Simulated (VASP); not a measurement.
A run of VASP 6.6.1:

Contents of INCAR:

```
PREC = Accurate
ENCUT = 600
EDIFF = 1E-6
ISMEAR = 0
SIGMA = 0.1
LREAL = False
LASPH = True
NELM = 80
ALGO = Fast
ISIF = 3
LWAVE = False
LCHARG = False
GGA = PE
IBRION = 2
NSW = 90
EDIFFG = -0.04
```

Contents of KPOINTS:

```
regular mesh
0
Gamma
  6 6 6
```

The input POSCAR:

```
HfTe2W2
1.0
   -2.3275986000      2.3275986000      5.4148066800
    2.3275986000     -2.3275986000      5.4148066800
    2.3275986000      2.3275986000     -5.4148066800
Hf Te W
1 2 2
Direct
    0.0000000000      0.0000000000      0.0000000000
    0.7500000000      0.2500000000      0.5000000000
    0.2500000000      0.7500000000      0.5000000000
    0.6152910600      0.6152910600      0.0000000000
    0.3847089400      0.3847089400      0.0000000000
```

Potentials or basis: VASP PAW PBE potentials, release 64 (Hf_pv, Te, W_sv).

Launch:

```bash
$ cat potpaw_PBE.64/Hf_pv/POTCAR potpaw_PBE.64/Te/POTCAR potpaw_PBE.64/W_sv/POTCAR > POTCAR
$ mpirun -np 1 vasp_std > vasp.out
```

Hardware: 1 thread of Intel(R) Xeon(R) 6975P-C (Granite Rapids) (shared host).

Problem. Estimate the wall time of this run.

Solution. It took 24 min on 1 thread of Intel(R) Xeon(R) 6975P-C (Granite Rapids), on a shared host, peak memory 0.49 GiB. Counts: scf iterations 130, k points 30, ion steps 11.
